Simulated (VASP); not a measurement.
Input of a VASP 6.6.1 run:

INCAR

```
PREC = Accurate
ENCUT = 520
EDIFF = 1E-7
ISMEAR = -1
SIGMA = 0.05
LREAL = False
LASPH = True
NELM = 150
ALGO = Normal
ISIF = 2
LWAVE = False
LCHARG = False
ISPIN = 2
MAGMOM = 1.737 1.737
LORBIT = 11
LMAXMIX = 4
GGA = PE
NBANDS = 20
```

Contents of KPOINTS:

```
Automatic mesh
0
Gamma
  18 18 18
```

The input POSCAR:

```
Co
1.0
    0.0000000000      2.5389308331      2.5389308331
    2.5389308331      0.0000000000      2.5389308331
    2.5389308331      2.5389308331      0.0000000000
Co
2
Direct
    0.1250000000      0.1250000000      0.1250000000
    0.8750000000      0.8750000000      0.8750000000
```

Potentials or basis: VASP PAW PBE potentials, release 64 (Co).

Command:

```console
$ cat potpaw_PBE.64/Co/POTCAR > POTCAR
$ mpirun -np 1 vasp_std > vasp.out
```

(1) What does it give for the net moment?

(2) What does it give for the site moments?

(3) What does it give for the pressure?

## Answers

(1) 3.45 μB per cell.

(2) Co +1.72 μB.

(3) -0.5 GPa.
